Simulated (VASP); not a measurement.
Crystal: LiCl.

```
Cl Li
1.0
     0.00000    2.56477    2.56477
     2.56477    0.00000    2.56477
     2.56477    2.56477    0.00000
Cl Li
1 1
Direct
  0.50000 0.50000 0.50000
  0.00000 0.00000 0.00000
```

```yaml
Program: VASP 6.6.1
Task: relaxation of cell and atoms
Functional: LDA
Potentials_or_basis: VASP PAW LDA potentials, release 64 (Cl, Li_sv)
Cutoff: 600 eV
k_mesh: 9 × 9 × 9
Occupations: gaussian, width 0.01 eV
Spin: no spin polarisation
```

At the start: pressure -3.3 GPa; volume 16.87 Å³/atom.

Problem. How do energy, volume and symmetry change on relaxing?

Solution. Over 4 steps the energy falls by 18.2 meV/atom and the volume is 15.25 Å³/atom (-9.6 %); space group Fm-3m (No. 225, to 0.05 Å).

The path:
| step | energy change (eV) | largest force (eV/Å) | pressure (GPa) | volume (Å³) |
| --- | --- | --- | --- | --- |
| 1 | 0.0000 | 0.0000 | -3.30 | 33.74 |
| 2 | -0.0271 | 0.0000 | -1.83 | 32.08 |
| 3 | -0.0362 | 0.0000 | -0.24 | 30.70 |
| 4 | -0.0364 | 0.0000 | 0.02 | 30.51 |

Final structure:
```cif
data_structure
_symmetry_space_group_name_H-M 'P 1'
_symmetry_Int_Tables_number 1
_cell_length_a 3.5072
_cell_length_b 3.5072
_cell_length_c 3.5072
_cell_angle_alpha 60.000
_cell_angle_beta 60.000
_cell_angle_gamma 60.000
_cell_volume 30.51
loop_
_atom_site_label
_atom_site_type_symbol
_atom_site_fract_x
_atom_site_fract_y
_atom_site_fract_z
_atom_site_occupancy
Cl1 Cl 0.50000 0.50000 0.50000 1
Li1 Li 0.00000 0.00000 0.00000 1
```

Caveat: the cutoff is under 1.25 times the usual one of these potentials, so pressure, stress and relaxed cells hold a basis-set (Pulay) error.
